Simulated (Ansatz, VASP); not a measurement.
ZrCu: VASP beside Ansatz

```
Zr Cu
1.0
     3.08115    0.00000    0.00000
     0.00000    3.08115    0.00000
     0.00000    0.00000    3.08115
Zr Cu
1 1
Direct
  0.50000 0.50000 0.50000
  0.00000 0.00000 0.00000
```

Change from the starting cell: volume scaled by 0.85, PAW files.

Alike in both runs: task single point; functional LDA; k mesh 11 × 11 × 11; occupations fermi-dirac, width 0.05 eV; no spin polarisation.

|  | VASP | Ansatz |
| --- | --- | --- |
| version | VASP 6.6.1 | Ansatz 0.2.0 |
| potentials or method | VASP PAW LDA potentials, release 64 (Zr_sv, Cu) | PAW with Ansatz's default frozen-core files, scalar-relativistic |
| plane-wave cutoff (eV) | 520 | 420 |
| valence electrons in the cell | 23 | 31 |

```tsv
	VASP	Ansatz	Ansatz less VASP
pressure (GPa)	19.0	18.7	-0.28
```

LDA's correlation is that of Perdew and Zunger in VASP and of Perdew and Wang (1992) in Ansatz. VASP's potentials hold 23 valence electrons a cell and Ansatz's 31, so a difference there can come from the potentials and not from the codes.
